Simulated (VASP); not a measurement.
A run of VASP 6.6.1 is set up as follows.

File INCAR:

```
SYSTEM = CsRe
  ALGO = Normal
  EDIFF = 1E-6
  ENCUT = 560
  GGA = PE
  GGA_COMPAT = .FALSE.
  ISIF = 2
  ISMEAR = -1
  LASPH = .TRUE.
  LCHARG = .TRUE.
  LELF = .TRUE.
  LREAL = .FALSE.
  LVHAR = .TRUE.
  LWAVE = .FALSE.
  NBANDS = 19
  NELM = 120
  PREC = Accurate
  SIGMA = 0.1
```

KPOINTS

```
k-points
0
G
  8 8 4
  0 0 0
```

File POSCAR:

```
CsRe
1.0
    3.6893539700      0.0000000000      0.0000000000
   -1.8446769800      3.1950742600      0.0000000000
    0.0000000000      0.0000000000      5.6314427200
Cs Re
1 1
Direct
    0.0028220000      0.0177320000      0.4944620000
    0.0100150000      0.0159480000      0.0002110000
```

Potentials or basis: VASP PAW PBE potentials, release 64 (Cs_sv, Re_sv_GW).

Launch:

```console
$ cat potpaw_PBE.64/Cs_sv/POTCAR potpaw_PBE.64/Re_sv_GW/POTCAR > POTCAR
$ mpirun -np 1 vasp_std > vasp.out
```

Problem. Predict the pressure.

Solution. -6.9 GPa.

Problem. Predict the band gap on the k mesh.

Solution. Zero (bands 12 and 13 overlap by 1.09 eV).

Problem. Estimate the largest force.

Solution. 0.232 eV/Å.

Forces in eV/Å, atoms in the order of the input:
```
Cs  -0.064  0.012  0.223
Re   0.064 -0.012 -0.223
```

Caveat: the stress differs along the axes, from -13 to 5 GPa; spin-orbit coupling is left out, which moves the levels of the heavy elements.
